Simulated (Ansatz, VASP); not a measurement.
**Al in VASP and in Ansatz**

INCAR

```
SYSTEM = Al
ALGO = Fast
EDIFF = 1E-6
ENCUT = 520
GGA = PS
ISIF = 2
ISMEAR = 0
LASPH = .True.
LCHARG = .True.
LELF = .True.
LREAL = .False.
LVHAR = .True.
LWAVE = .False.
NBANDS = 8
NELM = 80
PREC = Accurate
SIGMA = 0.15
```

The input KPOINTS:

```
k-points
0
Gamma
  22 22 22
  0 0 0
```

POSCAR

```
Al
1.0
    0.0000000000      1.8032519626      2.5497982752
    1.8032519626      0.0000000000      2.5497982752
    1.8032519626      1.8032519626      0.0000000000
Al
1
Direct
    0.0000000000      0.0000000000      0.0000000000
```

Input for Ansatz:

```yaml
crystal:
  lattice:
    - [0.0, 1.8032519626, 2.5497982752]
    - [1.8032519626, 0.0, 2.5497982752]
    - [1.8032519626, 1.8032519626, 0.0]
  atoms:
    - { symbol: Al, position: [0.0, 0.0, 0.0] }
basis:
  ecutwfc: 420
kpoints:
  mp_grid: { grid: [22, 22, 22] }
hamiltonian:
  xc: pbesol
scf:
  occupations: { method: gaussian, width: 0.15 }
output:
  forces: true
  stress: true
  eigenvalues: true
```

Alike in both runs: task single point; functional PBEsol; k mesh 22 × 22 × 22; occupations gaussian, width 0.15 eV; no spin polarisation.

|  | VASP | Ansatz |
| --- | --- | --- |
| version | VASP 6.6.1 | Ansatz 0.2.0 |
| potentials or method | VASP PAW PBE potentials, release 64 (Al), cutoff 520 eV | scalar-relativistic, plane waves, PAW |
| valence electrons in the cell | 3 | 3 |

Ansatz gave:

- gap on the k mesh at the Fermi level (eV): none
- pressure (GPa): 7.4
- traceless stress, the component that is largest in VASP (GPa): -19.34

Problem. Estimate VASP's values.

Solution. gap on the k mesh at the Fermi level (eV): none; pressure (GPa): 7.5; traceless stress, the component that is largest in VASP (GPa): -19.43.

VASP's potentials were made for PBE, not for PBEsol. A gap of «none» marks a metal or a gap that the smearing closes.
